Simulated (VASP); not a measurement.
**Si: single point with PBEsol**

Crystal: Si.

```
Si
1.0
     3.82467    0.00000    0.00000
    -1.91234    3.31226    0.00000
     0.00000    0.00000    6.32540
Si
4
Direct
  0.66667 0.33333 0.06302
  0.33333 0.66667 0.56302
  0.66667 0.33333 0.43698
  0.33333 0.66667 0.93698
```

This isn't the form of Si at room conditions, which is diamond.

```json
{
  "Program": "VASP 6.6.1",
  "Task": "single point",
  "Functional": "PBEsol",
  "Potentials or basis": "VASP PAW PBE potentials, release 64 (Si)",
  "Cutoff": "520 eV",
  "k mesh": "12 × 12 × 6",
  "Occupations": "gaussian, width 0.01 eV",
  "Spin": "no spin polarisation"
}
```

- Pressure: 0.1 GPa
- Band gap on the k mesh: 0.29 eV (least direct gap 0.97 eV)

Levels at points of the mesh, in eV from the valence-band top:
```
           k point  band 6  band 7  band 8  band 9  band 10  band 11
(0.00, 0.00, 0.00)   -0.36    0.00    0.00    0.97     1.95     1.95
(0.50, 0.00, 0.00)   -3.09   -3.06   -1.46    0.29     2.27     2.88
(0.00, 0.00, 0.50)   -0.94   -0.94   -0.94    1.75     1.75     2.92
(0.50, 0.00, 0.50)   -2.49   -2.45   -2.45    0.81     0.81     1.55
```

It took 100 s on 1 thread of Intel Xeon 8259CL (shared host), peak memory 0.22 GiB.

Caveat: semilocal functionals underestimate gaps, and a narrow one can read as zero; the PAW data sets were made with another functional, which shifts forces and pressure a little. A k mesh can miss the band edges.
